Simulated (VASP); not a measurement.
InAs2: relaxation of cell and atoms with PBE

Crystal: InAs2.

```
In As
1.0
     5.07638    0.00000    0.00000
    -2.53819    4.39627    0.00000
     0.00000    0.00000    3.03234
In As
1 2
Cartesian
  0.0000 0.0000 1.5162
  0.0000 2.9308 1.5162
  2.5382 1.4654 1.5162
```

- Program: VASP 6.6.1
- Task: relaxation of cell and atoms
- Functional: PBE
- Potentials or basis: VASP PAW PBE potentials, release 64 (In_d, As)
- Cutoff: 600 eV
- k mesh: 6 × 6 × 6
- Occupations: gaussian, width 0.1 eV
- Spin: no spin polarisation
- Dipole correction: no
- Further INCAR settings: ALGO = Normal; EDIFF = 1e-06; IBRION = 2; EDIFFG = -0.04; NSW = 90; ISIF = 3

```json
{"Relaxed volume": "22.42 Å³/atom", "Relaxed cell": "a = 5.291 Å, b = 5.291 Å, c = 2.774 Å, α = 90.00°, β = 90.00°, γ = 120.00°", "Space group after relaxing (to 0.05 Å)": "P6/mmm (No. 191)", "Energy gained by relaxing": "98.5 meV/atom", "Ionic steps": "9", "Pressure after relaxing": "0.0 GPa"}
```

Step by step:
```csv
step,energy change (eV),largest force (eV/Å),pressure (GPa),volume (Å³)
1,0.0000,0.0000,0.67,67.67
2,-0.1590,0.0000,-1.16,68.51
3,0.1079,0.0000,1.86,69.97
4,-0.2754,0.0000,-1.80,69.08
5,-0.2840,0.0000,-1.78,69.26
6,-0.2780,0.0000,1.25,66.39
7,-0.2917,0.0000,-0.56,68.01
8,-0.2953,0.0000,0.13,67.04
9,-0.2956,0.0000,-0.04,67.25
```

Final structure:
```
In As
1.0
     5.29099    0.00000    0.00000
    -2.64550    4.58213    0.00000
     0.00000    0.00000    2.77394
In As
1 2
Direct
  0.00000 0.00000 0.50000
  0.33333 0.66667 0.50000
  0.66667 0.33333 0.50000
```

Levels at points of the mesh, in eV from the Fermi level:
```
           k point  band 8  band 9  band 10  band 11  band 12  band 13  band 14  band 15
(0.00, 0.00, 0.00)   -4.96   -3.92    -3.92    -2.81    -2.81     4.68     6.09     6.09
(0.50, 0.00, 0.00)   -7.14   -5.31    -0.88    -0.34     0.79     2.92     3.61     5.36
(0.00, 0.00, 0.50)   -5.72   -2.94    -1.45    -1.45     0.11     0.11     0.15     0.37
(0.50, 0.00, 0.50)   -4.69   -4.10    -2.89    -2.64    -1.07     1.74     3.07     3.25
```

Run time: 3.2 min on 1 thread of AMD EPYC 7R43 64-Core Processor (Zen 3) (shared host), peak memory 0.19 GiB.

Caveat: spin-orbit coupling is left out, which moves the levels of the heavy elements.
